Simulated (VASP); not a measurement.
Ta4O:

```
Ta O
1.0
     3.25750    0.00000    0.00000
     0.00000    3.25750    0.00000
     0.00000    0.00000    7.40934
Ta O
4 1
Direct
  0.00000 0.00000 0.00000
  0.50000 0.50000 0.21684
  0.50000 0.50000 0.78316
  0.00000 0.00000 0.50000
  0.50000 0.50000 0.50000
```

Program: VASP 6.6.1. Alike in all runs: task single point; potentials or basis VASP PAW PBE potentials, release 64 (Ta_pv, O); no spin polarisation; cell as given; k mesh 8 × 8 × 4; cutoff (eV) 520; smearing fermi-dirac 0.05 eV.

Q: Order these runs on this cell by their pressure, lowest first.
A. level PBEsol+U; U Ta d U = 2.0 eV
B. level PBEsol+U; U Ta d U = 1.0 eV
C. level PBEsol
D. level PBEsol+U; U Ta d U = 3.0 eV

A: C (-7.8 GPa), B (-4.9 GPa), A (-1.9 GPa), D (1.1 GPa).

Caveats: the PAW data sets were made with another functional, which shifts forces and pressure a little; U without spin polarisation on a metal has little footing (some runs).
